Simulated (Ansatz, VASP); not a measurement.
# One calculation of WSe2, two programs

The input INCAR:

```
SYSTEM = WSe2
ALGO     = Normal         ! electronic algorithm
EDIFF    = 1E-7           ! SCF threshold, eV
ENCUT    = 520            ! plane-wave cutoff, eV
GGA      = PE             ! functional
ISIF     = 2              ! what is computed and relaxed
ISMEAR   = 0              ! smearing method
IVDW     = 12             ! dispersion correction
LASPH    = .TRUE.         ! aspherical terms in the spheres
LCHARG   = .FALSE.        ! write CHGCAR
LREAL    = .FALSE.        ! projectors in reciprocal space
LWAVE    = .FALSE.        ! write WAVECAR
NBANDS   = 35             ! bands
NELM     = 80             ! most SCF steps
PREC     = Accurate       ! precision mode
SIGMA    = 0.05           ! smearing width, eV
```

File KPOINTS:

```
k-points
0
G
  12 12 2
  0 0 0
```

File POSCAR:

```
WSe2
1.0
    3.3282129738      0.0000000000      0.0000000000
   -1.6641064869      2.8823169845      0.0000000000
    0.0000000000      0.0000000000     12.9804405164
W Se
2 4
Direct
    0.3333333333      0.6666666667      0.2500000000
    0.6666666667      0.3333333333      0.7500000000
    0.3333333333      0.6666666667      0.6182912225
    0.6666666667      0.3333333333      0.1182912225
    0.3333333333      0.6666666667      0.8817087775
    0.6666666667      0.3333333333      0.3817087775
```

Input for Ansatz:

```yaml
crystal:
  lattice:
    - [3.3282129738, 0.0, 0.0]
    - [-1.6641064869, 2.8823169845, 0.0]
    - [0.0, 0.0, 12.9804405164]
  atoms:
    - { symbol: W, position: [0.3333333333, 0.6666666667, 0.25] }
    - { symbol: W, position: [0.6666666667, 0.3333333333, 0.75] }
    - { symbol: Se, position: [0.3333333333, 0.6666666667, 0.6182912225] }
    - { symbol: Se, position: [0.6666666667, 0.3333333333, 0.1182912225] }
    - { symbol: Se, position: [0.3333333333, 0.6666666667, 0.8817087775] }
    - { symbol: Se, position: [0.6666666667, 0.3333333333, 0.3817087775] }
basis:
  ecutwfc: 420
kpoints:
  mp_grid: { grid: [12, 12, 2] }
hamiltonian:
  xc: pbe
  dispersion: d3bj
scf:
  occupations: { method: gaussian, width: 0.05 }
output:
  forces: true
  stress: true
  eigenvalues: true
```

Change from the starting cell: strain +0.015 along x and y, +0.015 along z, atoms carried along.

Alike in both runs: task single point; functional PBE; dispersion D3(BJ); k mesh 12 × 12 × 2; occupations gaussian, width 0.05 eV; no spin polarisation.

|  | VASP | Ansatz |
| --- | --- | --- |
| version | VASP 6.6.1 | Ansatz 0.2.0 |
| potentials or method | VASP PAW PBE potentials, release 64 (W_sv, Se), cutoff 520 eV | scalar-relativistic, plane waves, PAW |
| valence electrons in the cell | 52 | 92 |

|  | VASP | Ansatz | Ansatz less VASP |
| --- | --- | --- | --- |
| gap on the k mesh at the Fermi level (eV) | 0.92 | 0.93 | +0.004 |
| least direct gap on the mesh (eV) | 1.47 | 1.47 | +0.003 |
| pressure (GPa) | -5.5 | -5.8 | -0.26 |
| traceless stress, the component that is largest in VASP (GPa) | -0.66 | -0.73 | -0.070 |
| rms of the force components (eV/Å) | 0.301 | 0.319 | +0.0184 |

Atom by atom the forces differ by 0.018 eV/Å (rms over components). VASP's potentials hold 52 valence electrons a cell and Ansatz's 92, so a difference there can come from the potentials and not from the codes.

Spin-orbit coupling is off throughout.
